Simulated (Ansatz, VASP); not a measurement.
Given: the input of a run of VASP 6.6.1 on Te.

INCAR

```
PREC = Accurate
ENCUT = 520
EDIFF = 1E-6
ISMEAR = -1
SIGMA = 0.05
LREAL = F
LASPH = T
NELM = 60
ALGO = Normal
ISIF = 2
LWAVE = F
LCHARG = F
GGA = PE
NBANDS = 20
```

The input KPOINTS:

```
regular mesh
0
Gamma
  5 4 9
```

The input POSCAR:

```
Te
1.0
    5.3593507026      0.0000000000      0.0000000000
    0.0000000000      8.1984890268      0.0000000000
    0.0000000000      0.0000000000      3.0174367815
Te
4
Direct
    0.3107647500      0.3930730700      0.7638832400
    0.1892352500      0.8930730700      0.2361167600
    0.6892352500      0.6069269300      0.7638832400
    0.8107647500      0.1069269300      0.2361167600
```

Potentials or basis: VASP PAW PBE potentials, release 64 (Te).

Run with:

```console
$ cat potpaw_PBE.64/Te/POTCAR > POTCAR
$ mpirun -np 1 vasp_std > vasp.out
```

Question: Translate it to Ansatz 0.2.0. Potentials there: Ansatz PAW.

Answer: As run (the cutoff follows the program's own potentials):

Contents of input.yaml:

```yaml
crystal:
  lattice:
    - [5.3593507026, 0.0, 0.0]
    - [0.0, 8.1984890268, 0.0]
    - [0.0, 0.0, 3.0174367815]
  atoms:
    - { symbol: Te, position: [0.31076475, 0.39307307, 0.76388324] }
    - { symbol: Te, position: [0.18923525, 0.89307307, 0.23611676] }
    - { symbol: Te, position: [0.68923525, 0.60692693, 0.76388324] }
    - { symbol: Te, position: [0.81076475, 0.10692693, 0.23611676] }
hamiltonian:
  xc: pbe
  pseudopotentials: { kind: paw }
kpoints:
  mp_grid: { grid: [5, 4, 9] }
scf:
  occupations: { method: fermi_dirac, width: 0.05 }
output:
  forces: true
  stress: true
  eigenvalues: true
```

Potentials or basis: Ansatz PAW.

Run with:

```bash
$ ansatz run input.yaml --threads 2 --pin off --max-ram 5120MiB --backend cpu --events-out ev --progress --plain --runs-dir out
```

Both were run:

|  | VASP | Ansatz | Ansatz less VASP |
| --- | --- | --- | --- |
| gap on the k mesh at the Fermi level (eV) | none | none | - |
| pressure (GPa) | 4.0 | 4.0 | -0.04 |
| traceless stress, the component that is largest in VASP (GPa) | 0.82 | 0.93 | +0.112 |
| rms of the force components (eV/Å) | 0.578 | 0.557 | -0.0203 |

Atom by atom the forces differ by 0.020 eV/Å (rms over components). A gap of «none» marks a metal or a gap that the smearing closes. VASP's potentials hold 24 valence electrons a cell and Ansatz's 64, so a difference there can come from the potentials and not from the codes.

Spin-orbit coupling is off throughout.
